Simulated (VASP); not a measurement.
A run of VASP 6.6.1:

Contents of INCAR:

```
SYSTEM = Se
PREC     = Accurate       ! precision mode
ENCUT    = 520            ! plane-wave cutoff, eV
EDIFF    = 1E-6           ! SCF threshold, eV
ISMEAR   = 1              ! smearing method
SIGMA    = 0.1            ! smearing width, eV
LREAL    = .FALSE.        ! projectors in reciprocal space
LASPH    = .TRUE.         ! aspherical terms in the spheres
NELM     = 100            ! most SCF steps
ALGO     = Normal         ! electronic algorithm
ISIF     = 2              ! what is computed and relaxed
LWAVE    = .FALSE.        ! write WAVECAR
LCHARG   = .TRUE.         ! write CHGCAR
GGA      = PE             ! functional
LELF     = .TRUE.         ! ELF
LVHAR    = .TRUE.       
NBANDS   = 9              ! bands
```

File KPOINTS:

```
Automatic mesh
0
G
  13 13 13
  0 0 0
```

The input POSCAR:

```
Se
1.0
   -1.7040466757      1.7040466757      1.7040466757
    1.7040466757     -1.7040466757      1.7040466757
    1.7040466757      1.7040466757     -1.7040466757
Se
1
Direct
    0.0000000000      0.0000000000      0.0000000000
```

Potentials or basis: VASP PAW PBE potentials, release 64 (Se).

Run with:

```console
$ cat potpaw_PBE.64/Se/POTCAR > POTCAR
$ mpirun -np 1 vasp_std > vasp.out
```

Hardware: 1 thread of Intel Xeon 8259CL, with other jobs on the host.

**Question.** How long does it take, and how much memory?

**Answer.** It took 16 s on 1 thread of Intel Xeon 8259CL, with other jobs on the host, peak memory 0.14 GiB. Counts: scf iterations 9, k points 84.
